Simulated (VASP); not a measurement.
Ga: single point with PBE

Ga:

```
CELL_PARAMETERS angstrom
-1.68782 1.68782 1.68782
1.68782 -1.68782 1.68782
1.68782 1.68782 -1.68782
ATOMIC_POSITIONS crystal
Ga 0.00000 0.00000 0.00000
```

This isn't the form of Ga at room conditions, which is orthorhombic.

* Program: VASP 6.6.1
* Task: single point
* Functional: PBE
* Potentials or basis: VASP PAW PBE potentials, release 64 (Ga_d)
* Cutoff: 520 eV
* k mesh: 16 × 16 × 16
* Occupations: fermi-dirac, width 0.08 eV
* Spin: no spin polarisation
* Dipole correction: no
* Further INCAR settings: ALGO = Normal; EDIFF = 1e-06; NBANDS = 12

| Item | Value |
| --- | --- |
| Pressure | 0.1 GPa |
| Band gap on the k mesh | zero (an odd number of electrons rules out a gap without spin polarisation) |

Levels at points of the mesh, in eV from the Fermi level:
```
           k point  band 2  band 3  band 4  band 5  band 6  band 7  band 8  band 9  band 10  band 11
(0.00, 0.00, 0.00)  -14.93  -14.93  -14.75  -14.75  -10.91   12.33   12.33   12.33    16.97    16.97
(0.50, 0.00, 0.00)  -14.98  -14.76  -14.75  -14.64   -4.49   -3.65    6.90    8.92    11.33    11.59
(0.50, 0.50, 0.50)  -15.02  -14.66  -14.66  -14.66    1.28    1.60    1.60    1.60     5.73     5.73
```

It took 34 s on 1 thread of Intel Xeon 8259CL (shared host), peak memory 0.16 GiB.
